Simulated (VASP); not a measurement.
Write the native input for VASP 6.6.1 that does the following.

- Task: relaxation of the atoms
- Functional: LDA
- Potentials or basis: VASP PAW LDA potentials, release 64 (Cd, S)
- Cutoff: 520 eV
- k mesh: 6 × 6 × 6
- Occupations: fermi-dirac, width 0.05 eV
- Spin: non-collinear spin, typed start, spin-orbit coupling
- Starting moments: [[0.0, 0.0, 0.5], [0.0, 0.0, 0.0]] μB
- Dipole correction: no
- Further INCAR settings: ALGO = Normal; EDIFF = 1e-07; IBRION = 2; EDIFFG = -0.01; NSW = 60

The structure of CdS lies in POSCAR:

```
CdS
1.0
    0.0000000000      2.9165000000      2.9165000000
    2.9165000000      0.0000000000      2.9165000000
    2.9165000000      2.9165000000      0.0000000000
Cd S
1 1
Direct
    0.0375230000     -0.0373660000      0.0051000000
    0.7349780000      0.7643010000      0.7452840000
```

This cell differs from its parent crystal: atoms moved at random.

These files were run (other wordings do the same):

INCAR

```
PREC     = Accurate       # precision mode
ENCUT    = 520            # plane-wave cutoff, eV
EDIFF    = 1E-7           # SCF threshold, eV
ISMEAR   = -1             # smearing method
SIGMA    = 0.05           # smearing width, eV
LREAL    = False          # projectors in reciprocal space
LASPH    = True           # aspherical terms in the spheres
NELM     = 150            # most SCF steps
ALGO     = Normal         # electronic algorithm
ISIF     = 2              # what is computed and relaxed
LWAVE    = False          # write WAVECAR
LCHARG   = False          # write CHGCAR
MAGMOM   = 0 0 0.5 0 0 0  # initial moments
LORBIT   = 11             # projections on sites
LSORBIT  = True           # spin-orbit coupling
GGA_COMPAT= False        
LORBMOM  = True         
IBRION   = 2              # ionic algorithm
NSW      = 60             # ionic steps
EDIFFG   = -0.01          # ionic threshold
KPAR     = 8
```

KPOINTS

```
Automatic mesh
0
Gamma
  6 6 6
```

Potentials or basis: VASP PAW LDA potentials, release 64 (Cd, S).

The run is started by

```bash
$ cat potpaw_LDA.64/Cd/POTCAR potpaw_LDA.64/S/POTCAR > POTCAR
$ mpirun -np 8 vasp_ncl > vasp.out
```

Results of the run:

| Item | Value |
| --- | --- |
| Energy gained by relaxing | 61.3 meV/atom |
| Ionic steps | 8 |
| Pressure after relaxing | -2.0 GPa |
| Largest force after relaxing | 0.004 eV/Å |
| Net moment | 0.00 μB per cell |
| Valence electrons inside the program's atomic spheres | Cd 10.33; S 3.70 |

Caveat: the cell differs from its parent crystal (atoms moved at random).

It took 3.6 min on 8 MPI ranks on AMD EPYC 9R45 (Zen 5), on a shared host, peak memory 0.56 GiB a rank.
